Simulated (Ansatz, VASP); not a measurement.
**Al: VASP beside Ansatz**

Contents of INCAR:

```
SYSTEM = Al
PREC = Accurate
ENCUT = 520
EDIFF = 1E-6
ISMEAR = 0
SIGMA = 0.15
LREAL = .FALSE.
LASPH = .TRUE.
NELM = 100
ALGO = Normal
ISIF = 2
LWAVE = .FALSE.
LCHARG = .TRUE.
GGA = PE
IVDW = 12
LELF = .TRUE.
LVHAR = .TRUE.
NBANDS = 14
```

Contents of KPOINTS:

```
regular mesh
0
G
  18 18 4
  0 0 0
```

The input POSCAR:

```
Al
1.0
    2.7356000000      0.0000000000      0.0000000000
   -1.3678000000      2.3690990946      0.0000000000
    0.0000000000      0.0000000000      8.0434000000
Al
4
Direct
    0.0000000000      0.0000000000      0.0000000000
    0.3333333333      0.6666666667      0.2500000000
    0.0000000000      0.0000000000      0.5000000000
    0.6666666667      0.3333333333      0.7500000000
```

Input for Ansatz:

```yaml
crystal:
  lattice:
    - [2.7356, 0.0, 0.0]
    - [-1.3678, 2.3690990946, 0.0]
    - [0.0, 0.0, 8.0434]
  atoms:
    - { symbol: Al, position: [0.0, 0.0, 0.0] }
    - { symbol: Al, position: [0.3333333333, 0.6666666667, 0.25] }
    - { symbol: Al, position: [0.0, 0.0, 0.5] }
    - { symbol: Al, position: [0.6666666667, 0.3333333333, 0.75] }
basis:
  ecutwfc: 420
kpoints:
  mp_grid: { grid: [18, 18, 4] }
hamiltonian:
  xc: pbe
  pseudopotentials: { kind: paw, azcp: { folder: soft_1 } }
  dispersion: d3bj
scf:
  occupations: { method: gaussian, width: 0.15 }
output:
  forces: true
  stress: true
  eigenvalues: true
```

Alike in both runs: task single point; functional PBE; dispersion D3(BJ); k mesh 18 × 18 × 4; occupations gaussian, width 0.15 eV; no spin polarisation.

|  | VASP | Ansatz |
| --- | --- | --- |
| version | VASP 6.6.1 | Ansatz 0.2.0 |
| potentials or method | VASP PAW PBE potentials, release 64 (Al), cutoff 520 eV | scalar-relativistic, plane waves, PAW |
| valence electrons in the cell | 12 | 12 |

VASP gave:

```
gap on the k mesh at the Fermi level (eV)                     : none
pressure (GPa)                                                : 27.7
traceless stress, the component that is largest in VASP (GPa) : 14.94
```

Estimate Ansatz's values.

gap on the k mesh at the Fermi level (eV): none; pressure (GPa): 27.6; traceless stress, the component that is largest in VASP (GPa): 14.91.

A gap of «none» marks a metal or a gap that the smearing closes.
